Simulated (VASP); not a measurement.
Set up this calculation in VASP 6.6.1, as the native input.

```yaml
Task: single point
Functional: PBE
Potentials_or_basis: VASP PAW PBE potentials, release 64 (Mo_sv, S)
Cutoff: 520 eV
k_mesh: 10 × 10 × 1
Occupations: gaussian, width 0.1 eV
Spin: no spin polarisation
Dipole_correction: yes
Further_INCAR_settings: ALGO = Normal; EDIFF = 1e-06; NBANDS = 32
```

The structure of Mo3S lies in POSCAR:

```
Mo3S
1.0
    2.7370454664      0.0000000000      0.0000000000
   -0.9123484888      2.5805112129      0.0000000000
    0.0000000000      0.0000000000     19.8082440452
Mo S
3 1
Direct
    0.5000000000      0.5000000000      0.2019361227
    0.0000000000      0.0000000000      0.3106875856
    0.5000000000      0.5000000000      0.4194336472
    0.6666666667      1.1666666667      0.5186297739
```

The input as run:

INCAR

```
PREC = Accurate
ENCUT = 520
EDIFF = 1E-6
ISMEAR = 0
SIGMA = 0.1
LREAL = F
LASPH = T
NELM = 80
ALGO = Normal
ISIF = 2
LWAVE = F
LCHARG = F
LDIPOL = T
IDIPOL = 3
DIPOL = 0.5 0.5 0.363
GGA = PE
NBANDS = 32
```

KPOINTS

```
Automatic mesh
0
Gamma
  10 10 1
```

Potentials or basis: VASP PAW PBE potentials, release 64 (Mo_sv, S).

Launch:

```bash
$ cat potpaw_PBE.64/Mo_sv/POTCAR potpaw_PBE.64/S/POTCAR > POTCAR
$ mpirun -np 1 vasp_std > vasp.out
```

It gave:

The largest force is 1.351 eV/Å and the band gap on the k mesh is zero (bands 24 and 25 overlap by 1.42 eV).

It took 3.6 min on 1 thread of Intel(R) Xeon(R) Platinum 8488C (Sapphire Rapids) (shared host), peak memory 0.34 GiB.
